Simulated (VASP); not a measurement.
A run of VASP 6.6.1 is set up as follows.

POSCAR

```
W
1.0
    0.0000000000      2.0300000000      2.0300000000
    2.0300000000      0.0000000000      2.0300000000
    2.0300000000      2.0300000000      0.0000000000
W
1
Direct
    0.0000000000      0.0000000000      0.0000000000
```

The input INCAR.step1:

```
SYSTEM = W
PREC     = Accurate       ! precision mode
ENCUT    = 520            ! plane-wave cutoff, eV
ISMEAR   = -1             ! smearing method
SIGMA    = 0.1            ! smearing width, eV
LREAL    = .False.        ! projectors in reciprocal space
LASPH    = .True.         ! aspherical terms in the spheres
NELM     = 80             ! most SCF steps
NBANDS   = 13             ! bands
GGA      = PE             ! functional
ALGO     = Normal         ! electronic algorithm
EDIFF    = 1E-4           ! SCF threshold, eV
LWAVE    = .True.         ! write WAVECAR
LCHARG   = .False.        ! write CHGCAR
```

INCAR.step2

```
SYSTEM = W
PREC     = Accurate       ! precision mode
ENCUT    = 520            ! plane-wave cutoff, eV
EDIFF    = 1E-6           ! SCF threshold, eV
ISMEAR   = -1             ! smearing method
SIGMA    = 0.1            ! smearing width, eV
LREAL    = .False.        ! projectors in reciprocal space
LASPH    = .True.         ! aspherical terms in the spheres
NELM     = 80             ! most SCF steps
ALGO     = Normal         ! electronic algorithm
ISIF     = 2              ! what is computed and relaxed
LWAVE    = .False.        ! write WAVECAR
LCHARG   = .False.        ! write CHGCAR
METAGGA  = R2SCAN         ! meta-GGA
LMIXTAU  = .True.       
NBANDS   = 13             ! bands
ISTART   = 1
```

File KPOINTS:

```
Automatic mesh
0
Gamma
  12 12 12
  0 0 0
```

Potentials or basis: VASP PAW PBE potentials, release 64 (W_sv).

The run is started by

```sh
$ cat potpaw_PBE.64/W_sv/POTCAR > POTCAR
$ cp INCAR.step1 INCAR
$ mpirun -np 1 vasp_std > vasp.out
$ cp INCAR.step2 INCAR
$ mpirun -np 1 vasp_std > vasp.out
```

Question: What does it give for the pressure?

Answer: -8.1 GPa.

Question: Estimate the band gap on the k mesh.

Answer: Zero (band 7 reaches 12.98 eV, above the bottom of band 8 at 9.52 eV).

Caveat: the PAW data sets were made with another functional, which shifts forces and pressure a little; spin-orbit coupling is left out, which moves the levels of the heavy elements.
